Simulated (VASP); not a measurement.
# CoSi (rocksalt type) (Fm-3m) in VASP: a series of runs

The runs below take CoSi (rocksalt type) through relaxation of cell and atoms, with PBE.

Program: VASP 6.6.1. These are calculated values, not measurements. Logs are shortened: lines on timing, memory, paths and dates and some standing lists are left out, and cuts for length are marked.

### Step 1. The cell of the first run

The structure is cubic, space group Fm-3m (No. 225). The conventional cell has a = 4.547 Å, b = 4.547 Å, c = 4.547 Å, α = 90.00°, β = 90.00°, γ = 90.00°. Co (site symmetry m-3m) has 6 Si at 2.27 Å within 3.0 Å. Within 3.0 Å of Si (site symmetry m-3m) lie 6 Co at 2.27 Å.

### Step 2. Relaxation of cell and atoms, PBE, collinear spin, ferromagnetic start, target pressure 15 GPa, at which the enthalpy is minimised

The input, INCAR:

```
ALGO = Normal
EDIFF = 1E-6
EDIFFG = -0.005
ENCUT = 600
GGA = PE
IBRION = 2
ISIF = 3
ISMEAR = -1
ISPIN = 2
LASPH = T
LCHARG = F
LMAXMIX = 4
LORBIT = 11
LREAL = F
LWAVE = F
MAGMOM = 1.7 0
NELM = 150
NSW = 60
PREC = Accurate
PSTRESS = 150.0
SIGMA = 0.1
```

The input, KPOINTS:

```
k-points
0
Gamma
  15 15 15
```

The input, POSCAR:

```
CoSi
1.0
    0.0000000000      2.2732892067      2.2732892067
    2.2732892067      0.0000000000      2.2732892067
    2.2732892067      2.2732892067      0.0000000000
Co Si
1 1
Direct
    0.0000000000      0.0000000000      0.0000000000
    0.5000000000      0.5000000000      0.5000000000
```

Potentials or basis: VASP PAW PBE potentials, release 64 (Co, Si).

Started as:

```console
cat potpaw_PBE.64/Co/POTCAR potpaw_PBE.64/Si/POTCAR > POTCAR
mpirun -np 1 vasp_std > vasp.out
```

OUTCAR:

```text
EDIFF = 1E-6
   EDIFFG = -0.005
   ENCUT = 600
   GGA = PE
   IBRION = 2
   ISIF = 3
   ISMEAR = -1
   ISPIN = 2
   LASPH = T
   LORBIT = 11
   LREAL = F
   NELM = 150
   NSW = 60
   PREC = Accurate
   PSTRESS = 150.0

 ion  position               nearest neighbor table
   1  0.000  0.000  0.000-   2 2.27   2 2.27   2 2.27   2 2.27   2 2.27   2 2.27
   2  0.500  0.500  0.500-   1 2.27   1 2.27   1 2.27   1 2.27   1 2.27   1 2.27

  LATTYP: Found a face centered cubic cell.
 ALAT       =     4.5465784134

  Lattice vectors:

 A1 = (   0.0000000000,   2.2732892067,   2.2732892067)
 A2 = (   2.2732892067,   0.0000000000,   2.2732892067)
 A3 = (   2.2732892067,   2.2732892067,   0.0000000000)

Analysis of symmetry for initial positions (statically):
=====================================================================
 Subroutine PRICEL returns:
 Original cell was already a primitive cell.

 Routine SETGRP: Setting up the symmetry group for a
 face centered cubic supercell.

 Subroutine GETGRP returns: Found 48 space group operations
 (whereof 48 operations were pure point group operations)
 out of a pool of 48 trial point group operations.

The static configuration has the point symmetry O_h .

Analysis of symmetry for dynamics (positions and initial velocities):
=====================================================================
 Subroutine PRICEL returns:
 Original cell was already a primitive cell.

 Routine SETGRP: Setting up the symmetry group for a
 face centered cubic supercell.

 Subroutine GETGRP returns: Found 48 space group operations
 (whereof 48 operations were pure point group operations)
 out of a pool of 48 trial point group operations.

The dynamic configuration has the point symmetry O_h .

Analysis of structural, dynamic, and magnetic symmetry:
=====================================================================
 Subroutine PRICEL returns:
 Original cell was already a primitive cell.

 Routine SETGRP: Setting up the symmetry group for a
 face centered cubic supercell.

 Subroutine GETGRP returns: Found 48 space group operations
 (whereof 48 operations were pure point group operations)
 out of a pool of 48 trial point group operations.

The overall configuration has the point symmetry O_h .

 Subroutine INISYM returns: Found 48 space group operations
 (whereof 48 operations are pure point group operations),
 and found     1 'primitive' translations

----------------------------------------------------------------------------------------

                                     Primitive cell
[... 115 lines left out ...]
   LORBIT       =     11    0 simple, 1 ext, 2 COOP (PROOUT), +10 PAW based schemes
   GGA     = PE    functional components
   LHFCALC =     F    Hartree Fock is set to
   AEXX    =    0.0000 exact exchange contribution
   IVDW    =     0    specifies the selected vdW correction
   LEPSILON=     F    determine dielectric tensor
   LRPA    =     F    only Hartree local field effects (RPA)
 conjugate gradient relaxation of ions
 spin polarized calculation
  energy-cutoff  :      600.00
  volume of cell :       23.50
 maximum number of plane-waves:       801
 NGX is ok and might be reduce to    28
   NGX = 13   NGY = 13   NGZ = 13

--------------------------------------- Ionic step        1  -------------------------------------------

 number of electron      13.0000002 magnetization      -0.0249930

 number of electron      13.0000002 magnetization       0.0032613

 Free energy of the ion-electron system (eV)
  ---------------------------------------------------
  ext. energy  EPLUGINS =         0.00000000
  ---------------------------------------------------
  free energy    TOTEN  =       -12.22759701 eV

  energy without entropy =      -12.18212462  energy(sigma->0) =      -12.20486082

------------------------ aborting loop because EDIFF is reached ----------------------------------------

  FORCE on cell =-STRESS in cart. coord.  units (eV):
  Direction    XX          YY          ZZ          XY          YZ          ZX
  --------------------------------------------------------------------------------------
  -------------------------------------------------------------------------------------
  Total        2.1558137      2.1558137      2.1558137      0.0000000      0.0000000     -0.0000000
  in kB      147.0035253    147.0035253    147.0035253      0.0000000      0.0000000     -0.0000000
  external PRESSURE =      -2.9964747 kB  Pullay stress =     150.0000000 kB
[... 107 lines left out ...]
 number of electron      13.0000002 magnetization      -0.0000215

 number of electron      13.0000002 magnetization       0.0000119

 Free energy of the ion-electron system (eV)
  ---------------------------------------------------
  ext. energy  EPLUGINS =         0.00000000
  ---------------------------------------------------
  free energy    TOTEN  =       -12.22374620 eV

  energy without entropy =      -12.17839490  energy(sigma->0) =      -12.20107055

 E-fermi :  10.9427     XC(G=0): -12.4114

 val. band max:       10.9408617781   @ k =  -0.3333   0.2667   0.0000
 cond. band min:      10.9610413197   @ k =   0.4667   0.2000   0.0667
 fundamental gap:      0.0201795415
 Fermi energy:        10.9426875391

 spin component 1

 k-point     1 :       0.0000    0.0000    0.0000
  band No.  band energies     occupation
      1      -1.8608      1.00000
      2       8.7466      1.00000
      3       8.7466      1.00000
      4       8.7466      1.00000
      5       8.8696      1.00000
      6       8.8696      1.00000
      7      15.7008      0.00000
      8      15.7008      0.00000
      9      15.7008      0.00000
     10      22.0279      0.00000
     11      22.0279      0.00000
[... 310 lines left out ...]
  band No.  band energies     occupation
      1      -1.0083      1.00000
      2       8.0720      1.00000
      3       8.3165      1.00000
      4       8.7162      1.00000
      5       8.9003      1.00000
      6       9.0938      1.00000
      7      14.0537      0.00000
      8      14.7370      0.00000
      9      16.0671      0.00000
     10      19.8502      0.00000
     11      20.4599      0.00000

 [... further k-points ...]

 spin component 2

 k-point     1 :       0.0000    0.0000    0.0000
  band No.  band energies     occupation
      1      -1.8608      1.00000
      2       8.7466      1.00000
      3       8.7466      1.00000
      4       8.7466      1.00000
      5       8.8696      1.00000
      6       8.8696      1.00000
      7      15.7008      0.00000
      8      15.7008      0.00000
      9      15.7008      0.00000
     10      22.0279      0.00000
     11      22.0279      0.00000
[... 355 lines left out ...]
  energy  without entropy=      -12.1783949000  energy(sigma->0) =      -12.20107055

  enthalpy is  TOTEN    =       -10.0279053492 eV   P V=        2.1958408549

 reached required accuracy - stopping structural energy minimisation

 total charge

# of ion       s       p       d       tot
------------------------------------------
    1        0.508   0.497   7.659   8.664
    2        0.788   0.896   0.000   1.684
--------------------------------------------------
tot          1.297   1.393   7.659  10.348

 magnetization (x)

# of ion       s       p       d       tot
------------------------------------------
    1       -0.000  -0.000  -0.000  -0.000
    2        0.000   0.000   0.000   0.000
--------------------------------------------------
tot         -0.000   0.000  -0.000  -0.000
```

OSZICAR:

```text
N       E                     dE             d eps       ncg     rms          rms(c)
DAV:   1     0.504824303300E+02    0.50482E+02   -0.62227E+03  5312   0.136E+03
DAV:   2    -0.110689957738E+02   -0.61551E+02   -0.58115E+02  5388   0.223E+02
DAV:   3    -0.133367588664E+02   -0.22678E+01   -0.22119E+01  6085   0.507E+01
[... 27 lines left out ...]
DAV:   1    -0.122237832672E+02   -0.10185E-02   -0.47248E-04  5805   0.395E-01    0.568E-02
DAV:   2    -0.122238590024E+02   -0.75735E-04   -0.13988E-03  5968   0.584E-01    0.873E-02
DAV:   3    -0.122237475196E+02    0.11148E-03   -0.65415E-04  5886   0.404E-01    0.967E-03
DAV:   4    -0.122237462309E+02    0.12886E-05   -0.53434E-06  5449   0.225E-02    0.220E-03
DAV:   5    -0.122237462041E+02    0.26862E-07   -0.19620E-07  2757   0.615E-03
   4 F= -.10027905E+02 E0= -.10005230E+02  d E =-.655065E-04  mag=    -0.0000
```

It took 4.3 min on 1 thread of Intel Xeon 8259CL, shared host; peak memory 0.23 GiB.

Results:

```
Free energy                                                : -12.2237 eV
Relaxed volume                                             : 11.73 Å³/atom
Relaxed cell                                               : a = 3.213 Å, b = 3.213 Å, c = 3.213 Å, α = 60.00°, β = 60.00°, γ = 60.00°
Space group after relaxing (to 0.1 Å)                      : Fm-3m (No. 225)
Energy change on relaxing (the run minimises the enthalpy) : +1.9 meV/atom
Ionic steps                                                : 4
Pressure after relaxing                                    : 15.0 GPa
Net moment                                                 : 0.00 μB per cell
Valence electrons inside the program's atomic spheres      : Co 8.66; Si 1.68
```

The path:
| step | energy change (eV) | largest force (eV/Å) | pressure (GPa) | volume (Å³) |
| --- | --- | --- | --- | --- |
| 1 | 0.0000 | 0.0000 | 14.70 | 23.50 |
| 2 | 0.0069 | 0.0000 | 15.27 | 23.42 |
| 3 | 0.0048 | 0.0000 | 15.08 | 23.44 |
| 4 | 0.0039 | 0.0000 | 14.97 | 23.45 |

Final structure:
```yaml
crystal:
  lattice:
    - [0.00000, 2.27194, 2.27194]
    - [2.27194, 0.00000, 2.27194]
    - [2.27194, 2.27194, 0.00000]
  atoms:
    - { symbol: Co, position: [0.00000, 0.00000, 0.00000] }
    - { symbol: Si, position: [0.50000, 0.50000, 0.50000] }
```

Levels at points of the mesh, in eV from the Fermi level:
Spin up:
```csv
k point,band 4,band 5,band 6,band 7,band 8,band 9
"(0.00, 0.00, 0.00)",-2.20,-2.07,-2.07,4.76,4.76,4.76
```
Spin down:
```tsv
k point	band 3	band 4	band 5	band 6	band 7	band 8	band 9	band 10
(0.00, 0.00, 0.00)	-2.20	-2.20	-2.07	-2.07	4.76	4.76	4.76	11.09
```

Caveat: the cell is relaxed towards a set pressure, so the run minimises the enthalpy, not the energy.

### Step 3. Relaxation of cell and atoms, PBE, collinear spin, ferromagnetic start

This run uses another cell than the first one, of 12.05 Å³/atom.

The input, INCAR:

```
SYSTEM = CoSi
PREC     = Accurate       ! precision mode
ENCUT    = 600            ! plane-wave cutoff, eV
EDIFF    = 1E-7           ! SCF threshold, eV
ISMEAR   = -1             ! smearing method
SIGMA    = 0.1            ! smearing width, eV
LREAL    = .False.        ! projectors in reciprocal space
LASPH    = .True.         ! aspherical terms in the spheres
NELM     = 150            ! most SCF steps
ALGO     = Normal         ! electronic algorithm
ISIF     = 3              ! what is computed and relaxed
LWAVE    = .False.        ! write WAVECAR
LCHARG   = .False.        ! write CHGCAR
ISPIN    = 2              ! spin polarisation
MAGMOM   = 1.7 0          ! initial moments
LORBIT   = 11             ! projections on sites
LMAXMIX  = 4              ! l up to which the mixer works
GGA      = PE             ! functional
IBRION   = 2              ! ionic algorithm
NSW      = 60             ! ionic steps
EDIFFG   = -0.005         ! ionic threshold
```

The input, KPOINTS:

```
regular mesh
0
Gamma
  15 15 15
  0 0 0
```

The input, POSCAR:

```
CoSi
1.0
    0.0000000000      2.2923918786      2.2923918786
    2.2923918786      0.0000000000      2.2923918786
    2.2923918786      2.2923918786      0.0000000000
Co Si
1 1
Direct
    0.0000000000      0.0000000000      0.0000000000
    0.5000000000      0.5000000000      0.5000000000
```

Potentials or basis: VASP PAW PBE potentials, release 64 (Co, Si).

Started as:

```console
cat potpaw_PBE.64/Co/POTCAR potpaw_PBE.64/Si/POTCAR > POTCAR
mpirun -np 1 vasp_std > vasp.out
```

OUTCAR:

```text
SYSTEM = CoSi
   PREC = Accurate
   ENCUT = 600
   EDIFF = 1E-7
   ISMEAR = -1
   LREAL = .False.
   LASPH = .True.
   NELM = 150
   ISIF = 3
   ISPIN = 2
   LORBIT = 11
   GGA = PE
   IBRION = 2
   NSW = 60
   EDIFFG = -0.005

 ion  position               nearest neighbor table
   1  0.000  0.000  0.000-   2 2.29   2 2.29   2 2.29   2 2.29   2 2.29   2 2.29
   2  0.500  0.500  0.500-   1 2.29   1 2.29   1 2.29   1 2.29   1 2.29   1 2.29

  LATTYP: Found a face centered cubic cell.
 ALAT       =     4.5847837572

  Lattice vectors:

 A1 = (   0.0000000000,   2.2923918786,   2.2923918786)
 A2 = (   2.2923918786,   0.0000000000,   2.2923918786)
 A3 = (   2.2923918786,   2.2923918786,   0.0000000000)

Analysis of symmetry for initial positions (statically):
=====================================================================
 Subroutine PRICEL returns:
[... 957 lines left out ...]
  free energy    TOTEN  =       -12.30693518 eV

  energy without entropy =      -12.25527943  energy(sigma->0) =      -12.28110731

 E-fermi :   9.7990     XC(G=0): -12.0270

 val. band max:        9.7963539188   @ k =   0.4667   0.2000   0.0667
 cond. band min:       9.8147804565   @ k =   0.4000   0.0667   0.0000
 fundamental gap:      0.0184265377
 Fermi energy:         9.7989613469

 spin component 1

 k-point     1 :       0.0000    0.0000    0.0000
  band No.  band energies     occupation
      1      -2.3648      1.00000
      2       7.8933      1.00000
      3       7.8933      1.00000
      4       7.8933      1.00000
      5       7.9790      1.00000
      6       7.9790      1.00000
      7      14.1814      0.00000
      8      14.1814      0.00000
      9      14.1814      0.00000
     10      20.5298      0.00000
     11      20.5298      0.00000
[... 691 lines left out ...]
  FREE ENERGIE OF THE ION-ELECTRON SYSTEM (eV)
  ---------------------------------------------------
  free  energy   TOTEN  =       -12.3069351831 eV

  energy  without entropy=      -12.2552794328  energy(sigma->0) =      -12.28110731

 reached required accuracy - stopping structural energy minimisation

 total charge

# of ion       s       p       d       tot
------------------------------------------
    1        0.474   0.438   7.579   8.491
    2        0.784   0.850   0.000   1.634
--------------------------------------------------
tot          1.258   1.288   7.579  10.125

 magnetization (x)

# of ion       s       p       d       tot
------------------------------------------
    1        0.000   0.000   0.000   0.000
    2       -0.000  -0.000   0.000  -0.000
--------------------------------------------------
tot          0.000  -0.000   0.000   0.000
```

OSZICAR:

```text
N       E                     dE             d eps       ncg     rms          rms(c)
DAV:   1     0.510260434207E+02    0.51026E+02   -0.62245E+03  5280   0.135E+03
[... 32 lines left out ...]
DAV:   4    -0.123111176568E+02    0.68459E-03   -0.10160E-01  5442   0.247E+00    0.582E-01
DAV:   5    -0.123070525966E+02    0.40651E-02   -0.10503E-02  8074   0.124E+00    0.168E-01
DAV:   6    -0.123069562290E+02    0.96368E-04   -0.53932E-04  5617   0.203E-01    0.515E-02
DAV:   7    -0.123069364238E+02    0.19805E-04   -0.69230E-05  6934   0.114E-01    0.115E-02
DAV:   8    -0.123069354322E+02    0.99156E-06   -0.12056E-06  5760   0.124E-02    0.389E-03
DAV:   9    -0.123069351450E+02    0.28728E-06   -0.51802E-07  3941   0.882E-03    0.181E-03
DAV:  10    -0.123069351831E+02   -0.38102E-07   -0.91603E-08  2980   0.258E-03
   3 F= -.12306935E+02 E0= -.12281107E+02  d E =-.349917E-01  mag=     0.0000
```

CONTCAR:

```text
CoSi
   1.00000000000000
    -0.0000000000000000    2.3322510798967886    2.3322510798967886
     2.3322510798967886   -0.0000000000000000    2.3322510798967886
     2.3322510798967886    2.3322510798967886    0.0000000000000000
  Co              Si
     1     1
Direct
     0.0000000000000000    0.0000000000000000    0.0000000000000000
     0.5000000000000000    0.5000000000000000    0.5000000000000000

  0.00000000E+00  0.00000000E+00  0.00000000E+00
  0.00000000E+00  0.00000000E+00  0.00000000E+00
```

Wall time 6 min (1 thread of Intel Xeon 8259CL, shared host); peak memory 0.23 GiB.

What came out:

```
Free energy                                           : -12.3069 eV
Relaxed volume                                        : 12.69 Å³/atom
Relaxed cell                                          : a = 3.298 Å, b = 3.298 Å, c = 3.298 Å, α = 60.00°, β = 60.00°, γ = 60.00°
Space group after relaxing (to 0.1 Å)                 : Fm-3m (No. 225)
Energy gained by relaxing                             : 17.5 meV/atom
Ionic steps                                           : 3
Pressure after relaxing                               : -0.1 GPa
Net moment                                            : 0.00 μB per cell
Valence electrons inside the program's atomic spheres : Co 8.49; Si 1.63
```

Step by step:
| step | energy change (eV) | largest force (eV/Å) | pressure (GPa) | volume (Å³) |
| --- | --- | --- | --- | --- |
| 1 | 0.0000 | 0.0000 | 9.24 | 24.09 |
| 2 | -0.0074 | 0.0000 | -6.85 | 26.60 |
| 3 | -0.0350 | 0.0000 | -0.06 | 25.37 |

Final structure:
```
Co Si
1.0
     0.00000    2.33225    2.33225
     2.33225    0.00000    2.33225
     2.33225    2.33225    0.00000
Co Si
1 1
Direct
  0.00000 0.00000 0.00000
  0.50000 0.50000 0.50000
```
